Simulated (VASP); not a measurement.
Wanted: the native input for a VASP 6.6.1 run.

| Item | Value |
| --- | --- |
| Task | relaxation of cell and atoms |
| Functional | PBE |
| Potentials or basis | VASP PAW PBE potentials, release 64 (Ta_pv) |
| Cutoff | 600 eV |
| k mesh | 11 × 11 × 11 |
| Occupations | fermi-dirac, width 0.05 eV |
| Spin | no spin polarisation |
| Target pressure | 30 GPa |
| Dipole correction | no |
| Further INCAR settings | ALGO = Fast; EDIFF = 1e-06; IBRION = 2; EDIFFG = -0.01; NSW = 60; ISIF = 3 |

The structure of Ta lies in POSCAR:

```
Ta
1.0
   -1.6512800000      1.6512800000      1.6512800000
    1.6512800000     -1.6512800000      1.6512800000
    1.6512800000      1.6512800000     -1.6512800000
Ta
1
Direct
    0.0000000000      0.0000000000      0.0000000000
```

These files were run (other wordings do the same):

INCAR

```
  PREC = Accurate
  ENCUT = 600
  EDIFF = 1E-6
  ISMEAR = -1
  SIGMA = 0.05
  LREAL = F
  LASPH = T
  NELM = 80
  ALGO = Fast
  ISIF = 3
  LWAVE = F
  LCHARG = F
  GGA = PE
  IBRION = 2
  NSW = 60
  EDIFFG = -0.01
  PSTRESS = 300.0
```

KPOINTS

```
regular mesh
0
Gamma
  11 11 11
```

Potentials or basis: VASP PAW PBE potentials, release 64 (Ta_pv).

Run with:

```console
$ cat potpaw_PBE.64/Ta_pv/POTCAR > POTCAR
$ mpirun -np 1 vasp_std > vasp.out
```

Results of the run:

```
Relaxed volume                                         : 16.23 Å³/atom
Relaxed cell                                           : a = 2.762 Å, b = 2.762 Å, c = 2.762 Å, α = 109.47°, β = 109.47°, γ = 109.47°
Space group after relaxing (to 0.05 Å)                 : Im-3m (No. 229)
Energy change on relaxing (the enthalpy is what falls) : +168.1 meV/atom
Ionic steps                                            : 5
Pressure after relaxing                                : 29.9 GPa
```

Caveat: the cell is relaxed towards a set pressure, so the enthalpy falls and the energy may rise.

Run time: 24 s on 1 thread of Intel(R) Xeon(R) Platinum 8488C (Sapphire Rapids), with other jobs on the host, peak memory 0.15 GiB.
